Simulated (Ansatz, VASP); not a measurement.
RbBr: VASP beside Ansatz

Contents of POSCAR:

```
RbBr
1.0
    5.8899870995      0.0000000000      0.0000000000
   -2.9449935497      5.1008784561      0.0000000000
    0.0000000000      0.0000000000      6.8697847830
Rb Br
2 2
Direct
    0.3333333333      0.6666666667      0.2500000000
    0.6666666667      0.3333333333      0.7500000000
    0.6666666667      0.3333333333      0.2500000000
    0.3333333333      0.6666666667      0.7500000000
```

File INCAR.step1:

```
PREC = Accurate ; ENCUT = 520
EDIFF = 1E-5 ; ISMEAR = 0
SIGMA = 0.01 ; LREAL = F
LASPH = T ; NELM = 100
ALGO = Normal ; ISIF = 2
LWAVE = T ; LCHARG = F
GGA = PE ; NBANDS = 24
```

The input INCAR.step2:

```
PREC = Accurate ; ENCUT = 520
EDIFF = 1E-6 ; ISMEAR = 0
SIGMA = 0.01 ; LREAL = F
LASPH = T ; NELM = 100
ALGO = Normal ; ISIF = 2
LWAVE = F ; LCHARG = F
GGA = PE ; LHFCALC = T
HFSCREEN = 0.2079 ; PRECFOCK = Normal
ISTART = 1 ; NBANDS = 24
```

File KPOINTS:

```
Automatic mesh
0
Gamma
  3 3 2
```

Input for Ansatz:

```yaml
crystal:
  lattice:
    - [5.8899870995, 0.0, 0.0]
    - [-2.9449935497, 5.1008784561, 0.0]
    - [0.0, 0.0, 6.869784783]
  atoms:
    - { symbol: Rb, position: [0.3333333333, 0.6666666667, 0.25] }
    - { symbol: Rb, position: [0.6666666667, 0.3333333333, 0.75] }
    - { symbol: Br, position: [0.6666666667, 0.3333333333, 0.25] }
    - { symbol: Br, position: [0.3333333333, 0.6666666667, 0.75] }
kpoints:
  mp_grid: { grid: [3, 3, 2] }
hamiltonian:
  xc: hse06
scf:
  occupations: { method: fixed }
  n_extra_bands: 5
output:
  forces: true
  stress: true
  eigenvalues: true
```

Alike in both runs: task single point; functional HSE06; k mesh 3 × 3 × 2; no spin polarisation.

```csv
,VASP,Ansatz
version,VASP 6.6.1,Ansatz 0.2.0
potentials or method,"VASP PAW PBE potentials, release 64 (Rb_sv, Br)","plane waves, PAW"
plane-wave cutoff (eV),520,420
occupations,"gaussian, width 0.01 eV",fixed
valence electrons in the cell,32,32
```

|  | VASP | Ansatz | Ansatz less VASP |
| --- | --- | --- | --- |
| gap on the k mesh at the Fermi level (eV) | 5.17 | 5.17 | -0.002 |
| pressure (GPa) | 0.2 | 0.2 | -0.01 |
| traceless stress, the component that is largest in VASP (GPa) | 0.11 | 0.11 | +0.003 |

Ansatz's warnings: stress exchange threshold loose, stress scf threshold loose.

The k mesh is coarse, so the values compare programs but aren't converged.
